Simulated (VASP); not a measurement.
# PbS: single point with RPBE+D3(BJ)

PbS:

```
CELL_PARAMETERS angstrom
2.10732 -6.07014 0.00000
2.10732 6.07014 0.00000
0.00000 0.00000 4.33563
ATOMIC_POSITIONS crystal
Pb 0.13056 0.86944 0.25000
Pb 0.86944 0.13056 0.75000
S 0.35480 0.64520 0.25000
S 0.64520 0.35480 0.75000
```

- Program: VASP 6.6.1
- Task: single point
- Functional: RPBE
- Dispersion: D3(BJ)
- Potentials or basis: VASP PAW PBE potentials, release 64 (Pb_d, S)
- Cutoff: 520 eV
- k mesh: 7 × 7 × 6
- Occupations: fermi-dirac, width 0.05 eV
- Spin: no spin polarisation

```yaml
Pressure: -11.9 GPa
Largest_force: 0.380 eV/Å
Band_gap_on_the_k_mesh: 1.41 eV (least direct gap 1.52 eV)
Dispersion_energy_per_atom: -1.446 eV
```

Forces on the atoms (eV/Å):
```
Pb   0.000 -0.380  0.000
Pb   0.000  0.380  0.000
S    0.000  0.166  0.000
S    0.000 -0.166  0.000
```

Stress tensor (GPa, compression positive):
```
-12.28   0.00   0.00
  0.00 -10.76   0.00
  0.00   0.00 -12.61
```

Levels at points of the mesh, in eV from the valence-band top:
| k point | band 17 | band 18 | band 19 | band 20 | band 21 | band 22 | band 23 | band 24 |
| --- | --- | --- | --- | --- | --- | --- | --- | --- |
| (0.00, 0.00, 0.00) | -2.10 | -1.41 | -1.25 | -0.35 | 4.71 | 4.94 | 4.99 | 5.57 |
| (0.00, 0.00, 0.50) | -0.92 | -0.92 | -0.03 | -0.03 | 2.00 | 2.00 | 2.96 | 2.96 |

Run time: 80 s on 1 thread of Intel(R) Xeon(R) 6975P-C (Granite Rapids) (shared host), peak memory 0.35 GiB.

Caveat: the cell stands under tension; the PAW data sets were made with another functional, which shifts forces and pressure a little; spin-orbit coupling is left out, which moves the levels of the heavy elements; an odd mesh through Γ misses points on the zone boundary, where band edges can lie.
